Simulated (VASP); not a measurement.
# MoS2 in VASP: a series of runs

The runs below take MoS2 through single point, with PBE+D3(BJ).

Program: VASP 6.6.1. These are calculated values, not measurements. Logs are shortened: lines on timing, memory, paths and dates and some standing lists are left out, and cuts for length are marked.

## 1. The cell of the first run

The cell holds a slab with vacuum, 12 atoms: a = 6.306 Å, b = 6.306 Å, c = 21.898 Å, α = 90.00°, β = 90.00°, γ = 120.00°.

## 2. Single point, PBE+D3(BJ)

File INCAR:

```
PREC     = Accurate       # precision mode
ENCUT    = 520            # plane-wave cutoff, eV
EDIFF    = 1E-7           # SCF threshold, eV
ISMEAR   = 0              # smearing method
SIGMA    = 0.05           # smearing width, eV
LREAL    = F              # projectors in reciprocal space
LASPH    = T              # aspherical terms in the spheres
NELM     = 100            # most SCF steps
ALGO     = Normal         # electronic algorithm
ISIF     = 2              # what is computed and relaxed
LWAVE    = F              # write WAVECAR
LCHARG   = F              # write CHGCAR
LDIPOL   = T            
IDIPOL   = 3            
DIPOL    = 0.5 0.5 0.437
GGA      = PE             # functional
IVDW     = 12             # dispersion correction
NBANDS   = 64             # bands
```

File KPOINTS:

```
regular mesh
0
Gamma
  3 3 1
```

File POSCAR:

```
MoS2
1.0
    6.3058975141      0.0000000000      0.0000000000
   -3.1529487571      5.4610674409      0.0000000000
    0.0000000000      0.0000000000     21.8983324035
S Mo
8 4
Direct
    0.6666666667      0.3333333333      0.3653246216
    0.6666666667      0.8333333333      0.3653246216
    0.1666666667      0.3333333333      0.3653246216
    0.1666666667      0.8333333333      0.3653246216
    0.6666596437      0.3333005967      0.5086323876
    0.6661091128      0.8330516264      0.5085406879
    0.1670162282      0.3340754174      0.5082455050
    0.1669488885      0.8330362183      0.5085847105
    0.3334106498      0.1662895853      0.4369675249
    0.3335053512      0.6671947195      0.4367774007
    0.8329449460      0.1664064534      0.4369568852
    0.8334893884      0.6667849560      0.4370275388
```

Potentials or basis: VASP PAW PBE potentials, release 64 (S, Mo_sv).

Run with:

```
> cat potpaw_PBE.64/S/POTCAR potpaw_PBE.64/Mo_sv/POTCAR > POTCAR
> mpirun -np 1 vasp_std > vasp.out
```

OUTCAR:

```text
PREC = Accurate
   ENCUT = 520
   EDIFF = 1E-7
   ISMEAR = 0
   LREAL = F
   LASPH = T
   NELM = 100
   ISIF = 2
   GGA = PE
   IVDW = 12
 IVDW          = 12

 ion  position               nearest neighbor table
   1  0.667  0.333  0.365-  11 2.40   9 2.40  12 2.40
   2  0.667  0.833  0.365-  10 2.40  11 2.40  12 2.40
   3  0.167  0.333  0.365-  10 2.40  11 2.40   9 2.41
   4  0.167  0.833  0.365-  10 2.40   9 2.40  12 2.40
   5  0.667  0.333  0.509-  11 2.40   9 2.40  12 2.40
   6  0.666  0.833  0.509-  10 2.40  11 2.40  12 2.40
   7  0.167  0.334  0.508-  10 2.40  11 2.40   9 2.40
   8  0.167  0.833  0.509-  10 2.40  12 2.40   9 2.40
   9  0.333  0.166  0.437-   7 2.40   4 2.40   8 2.40   1 2.40   5 2.40   3 2.41  10 3.15  11 3.15
                            12 3.15  12 3.15  11 3.16  10 3.16
  10  0.334  0.667  0.437-   4 2.40   2 2.40   7 2.40   8 2.40   6 2.40   3 2.40   9 3.15  11 3.15
                            12 3.15  12 3.15  11 3.16   9 3.16
  11  0.833  0.166  0.437-   7 2.40   2 2.40   6 2.40   1 2.40   5 2.40   3 2.40  10 3.15   9 3.15
                            12 3.15  12 3.15   9 3.16  10 3.16
  12  0.833  0.667  0.437-   8 2.40   6 2.40   5 2.40   4 2.40   2 2.40   1 2.40   9 3.15  10 3.15
                            11 3.15  11 3.15  10 3.15   9 3.15

  LATTYP: Found a hexagonal cell.
 ALAT       =     6.3058975141
 C/A-ratio  =     3.4726749609

  Lattice vectors:

 A1 = (   6.3058975141,   0.0000000000,   0.0000000000)
 A2 = (  -3.1529487571,   5.4610674409,   0.0000000000)
 A3 = (   0.0000000000,   0.0000000000,  21.8983324035)

Analysis of symmetry for initial positions (statically):
=====================================================================
 Subroutine PRICEL returns:
 Original cell was already a primitive cell.

 Routine SETGRP: Setting up the symmetry group for a
 hexagonal supercell.

 Subroutine GETGRP returns: Found  1 space group operations
 (whereof  1 operations were pure point group operations)
 out of a pool of 24 trial point group operations.

The static configuration has the point symmetry C_1 .

Analysis of symmetry for dynamics (positions and initial velocities):
=====================================================================
 Subroutine PRICEL returns:
 Original cell was already a primitive cell.

 Routine SETGRP: Setting up the symmetry group for a
 hexagonal supercell.

 Subroutine GETGRP returns: Found  1 space group operations
 (whereof  1 operations were pure point group operations)
 out of a pool of 24 trial point group operations.

The dynamic configuration has the point symmetry C_1 .

 Subroutine INISYM returns: Found  1 space group operations
 (whereof  1 operations are pure point group operations),
 and found     1 'primitive' translations

----------------------------------------------------------------------------------------

                                     Primitive cell

  volume of cell :     754.1114

  direct lattice vectors                    reciprocal lattice vectors
     6.305897514  0.000000000  0.000000000     0.158581708  0.091557192  0.000000000
    -3.152948757  5.461067441  0.000000000     0.000000000  0.183114384  0.000000000
     0.000000000  0.000000000 21.898332403     0.000000000  0.000000000  0.045665578

  length of vectors
     6.305897514  6.305897514 21.898332403     0.183114384  0.183114384  0.045665578

  position of ions in fractional coordinates (direct lattice)
     0.666666667  0.333333333  0.365324622
     0.666666667  0.833333333  0.365324622
     0.166666667  0.333333333  0.365324622
     0.166666667  0.833333333  0.365324622
     0.666659644  0.333300597  0.508632388
     0.666109113  0.833051626  0.508540688
     0.167016228  0.334075417  0.508245505
     0.166948889  0.833036218  0.508584711
     0.333410650  0.166289585  0.436967525
     0.333505351  0.667194720  0.436777401
     0.832944946  0.166406453  0.436956885
     0.833489388  0.666784956  0.437027539

  ion indices of the primitive-cell ions
   primitive index   ion index
                 1           1
                 2           2
                 3           3
                 4           4
                 5           5
                 6           6
                 7           7
                 8           8
                 9           9
                10          10
                11          11
                12          12

----------------------------------------------------------------------------------------

 KPOINTS: regular mesh

Automatic generation of k-mesh.
 Grid dimensions read from file:
 generate k-points for:    3    3    1

 Generating k-lattice:

  Cartesian coordinates                     Fractional coordinates (reciprocal lattice)
     0.052860569  0.030519064  0.000000000     0.333333333  0.000000000  0.000000000
     0.000000000  0.061038128  0.000000000     0.000000000  0.333333333  0.000000000
     0.000000000  0.000000000  0.045665578     0.000000000  0.000000000  1.000000000

  Length of vectors
     0.061038128  0.061038128  0.045665578

  Shift w.r.t. Gamma in fractional coordinates (k-lattice)
     0.000000000  0.000000000  0.000000000

 Subroutine IBZKPT returns following result:
 ===========================================

 Found      5 irreducible k-points:

 Following reciprocal coordinates:
            Coordinates               Weight
  0.000000  0.000000  0.000000      1.000000
  0.333333 -0.000000  0.000000      2.000000
  0.000000  0.333333  0.000000      2.000000
 -0.333333  0.333333  0.000000      2.000000
  0.333333  0.333333  0.000000      2.000000
   k-points           NKPTS =      5   k-points in BZ     NKDIM =      5   number of bands    NBANDS=     64
   number of dos      NEDOS =    301   number of ions     NIONS =     12
   total plane-waves  NPLWV = 387072
   dimension x,y,z NGX =    48 NGY =   48 NGZ =  168
   dimension x,y,z NGXF=    96 NGYF=   96 NGZF=  336
   ions per type =               8   4
   NGX,Y,Z   is equivalent  to a cutoff of  12.65, 12.65, 12.75 a.u.
   NGXF,Y,Z  is equivalent  to a cutoff of  25.31, 25.31, 25.51 a.u.
 SYSTEM =  unknown system
   PREC   = accura    normal or accurate (medium, high low for compatibility)
   ISTART =      0    job   : 0-new  1-cont  2-samecut
   ICHARG =      2    charge: 1-file 2-atom 10-const
   ISPIN  =      1    spin polarized calculation?
   LNONCOLLINEAR =      F non collinear calculations
   LSORBIT =      F    spin-orbit coupling
   LASPH  =      T    aspherical Exc in radial PAW
   ENCUT  =  520.0 eV  38.22 Ry    6.18 a.u.  11.72 11.72 40.72*2*pi/ulx,y,z
   NELM   =    100;   NELMIN=  2; NELMDL= -5     # of ELM steps
   EDIFF  = 0.1E-06   stopping-criterion for ELM
   LREAL  =      F    real-space projection
   EDIFFG = 0.1E-05   stopping-criterion for IOM
   NSW    =      0    number of steps for IOM
   IBRION =     -1    ionic relax: 0-MD 1-quasi-New 2-CG
   NFREE  =      0    steps in history (QN), initial steepest desc. (CG)
   ISIF   =      2    stress and relaxation
   ISYM   =      2    0-nonsym 1-usesym 2-fastsym
   POTIM  = 0.5000    time-step for ionic-motion
   TEBEG  =    0.0;   TEEND  =   0.0 temperature during run
   PSTRESS=    0.0 pullay stress
   NELECT =     104.0000    total number of electrons
   NUPDOWN=      -1.0000    fix difference up-down
   EMIN   =  10.00;   EMAX   =-10.00  energy-range for DOS
   EFERMI =   0.00;   METHOD = LEGACY
   ISMEAR =     0;   SIGMA  =   0.05  broadening in eV -4-tet -1-fermi 0-gaus
   EFERMI_NEDOS =   21; number of points for ismear=-14 and -15
   IALGO  =     38    algorithm
   IMIX   =      4    mixing-type and parameters
     AMIX     =   0.40;   BMIX     =  1.00
     AMIX_MAG =   1.60;   BMIX_MAG =  1.00
  volume/ion in A,a.u.               =      62.84       424.08
  Fermi-wavevector in a.u.,A,eV,Ry     =   0.845813  1.598354  9.733592  0.715399
  Thomas-Fermi vector in A             =   1.961060
   LORBIT       =      0    0 simple, 1 ext, 2 COOP (PROOUT), +10 PAW based schemes
   GGA     = PE    functional components
   LHFCALC =     F    Hartree Fock is set to
   AEXX    =    0.0000 exact exchange contribution
   IVDW    =    12    specifies the selected vdW correction
   LEPSILON=     F    determine dielectric tensor
   LRPA    =     F    only Hartree local field effects (RPA)
 non-spin polarized calculation
 Gauss-broadening in eV      SIGMA  =   0.05
  energy-cutoff  :      520.00
  volume of cell :      754.11
 maximum number of plane-waves:     20346
   NGX = 23   NGY = 23   NGZ = 81

 dipolmoment           0.000000      0.000000     -0.000529 electrons x Angstroem

 number of electron     104.0000000 magnetization

 dipolmoment           0.000000      0.000000      0.000111 electrons x Angstroem

 Free energy of the ion-electron system (eV)
  ---------------------------------------------------
  ext. energy  EPLUGINS =         0.00000000
  ---------------------------------------------------
  free energy    TOTEN  =       -87.36757575 eV

  energy without entropy =      -87.36757575  energy(sigma->0) =      -87.36757575

 E-fermi :  -1.9330     XC(G=0):  -3.5255

 val. band max:       -2.2760985710   @ k =   0.3333   0.3333   0.0000
 cond. band min:      -0.4936379007   @ k =   0.3333   0.3333   0.0000
 fundamental gap:      1.7824606703
 Fermi energy:        -1.9330179635

 k-point     1 :       0.0000    0.0000    0.0000
  band No.  band energies     occupation
      1     -63.1110      2.00000
      2     -63.0691      2.00000
      3     -63.0689      2.00000
      4     -63.0678      2.00000
      5     -37.4390      2.00000
      6     -37.4381      2.00000
[... 324 lines left out ...]
     63       0.7581      0.00000
     64       1.3491      0.00000

------------------------ aborting loop because EDIFF is reached ----------------------------------------

 vacuum level on the upper side and lower side of the slab       (xc-potential included)        -0.071        -0.074

 Edisp (eV)   -3.83487

 E8    (eV) :    -1.6589

  FORCE on cell =-STRESS in cart. coord.  units (eV):
  Direction    XX          YY          ZZ          XY          YZ          ZX
  --------------------------------------------------------------------------------------
  -------------------------------------------------------------------------------------
  Total      -0.02346    -0.01980    -0.18392     0.00036    -0.01055    -0.00004
  in kB      -0.04983    -0.04208    -0.39075     0.00077    -0.02242    -0.00008
  external pressure =       -0.16 kB  Pullay stress =        0.00 kB

 VOLUME and BASIS-vectors are now :
 -----------------------------------------------------------------------------
  energy-cutoff  :      520.00
  volume of cell :      754.11
      direct lattice vectors                 reciprocal lattice vectors
     6.305897514  0.000000000  0.000000000     0.158581708  0.091557192  0.000000000
    -3.152948757  5.461067441  0.000000000     0.000000000  0.183114384  0.000000000
     0.000000000  0.000000000 21.898332403     0.000000000  0.000000000  0.045665578

 POSITION                                       TOTAL-FORCE (eV/Angst)
 -----------------------------------------------------------------------------------
      3.15295      1.82036      8.00000        -0.000695      0.005675      0.033369
      1.57647      4.55089      8.00000         0.022446      0.005023      0.002427
      0.00000      1.82036      8.00000         0.001093     -0.016812      0.019184
     -1.57647      4.55089      8.00000        -0.022178      0.006476     -0.004145
      3.15301      1.82018     11.13820         0.000114     -0.003941     -0.024785
      1.57385      4.54935     11.13619         0.021825      0.017801     -0.007336
     -0.00014      1.82441     11.12973         0.001167     -0.039005      0.044299
     -1.57376      4.54927     11.13716        -0.022389      0.018483     -0.010570
      1.57815      0.90812      9.56886        -0.026574      0.052534     -0.023524
     -0.00058      3.64360      9.56470         0.014817     -0.056059      0.026541
      4.72779      0.90876      9.56863         0.025009      0.036567     -0.022984
      3.15356      3.64136      9.57017        -0.014636     -0.026740     -0.032476
 -----------------------------------------------------------------------------------
    total drift:                               -0.000005      0.000008      0.001298

  FREE ENERGIE OF THE ION-ELECTRON SYSTEM (eV)
  ---------------------------------------------------
  free  energy   TOTEN  =       -91.2024440636 eV

  energy  without entropy=      -91.2024440636  energy(sigma->0) =      -91.20244406

 vacuum level on the upper side and lower side of the slab         3.560         3.557
```

Wall time 16 min (1 thread of Intel Xeon 8259CL, shared host); peak memory 0.82 GiB.

What came out:

| Property | Result |
| --- | --- |
| Free energy | -91.2024 eV |
| Largest force | 0.064 eV/Å |
| Band gap on the k mesh | 1.78 eV |
| Dispersion energy per atom | -0.320 eV |

Forces on the atoms (eV/Å):
```
S   -0.001  0.006  0.033
S    0.022  0.005  0.002
S    0.001 -0.017  0.019
S   -0.022  0.006 -0.004
S    0.000 -0.004 -0.025
S    0.022  0.018 -0.007
S    0.001 -0.039  0.044
S   -0.022  0.018 -0.011
Mo  -0.027  0.053 -0.024
Mo   0.015 -0.056  0.027
Mo   0.025  0.037 -0.023
Mo  -0.015 -0.027 -0.032
```

Levels at points of the mesh, in eV from the valence-band top:
| k point | band 50 | band 51 | band 52 | band 53 | band 54 | band 55 |
| --- | --- | --- | --- | --- | --- | --- |
| (0.00, 0.00, 0.00) | -0.65 | -0.65 | -0.09 | 2.35 | 2.36 | 2.36 |

[end of part 1 of 2]
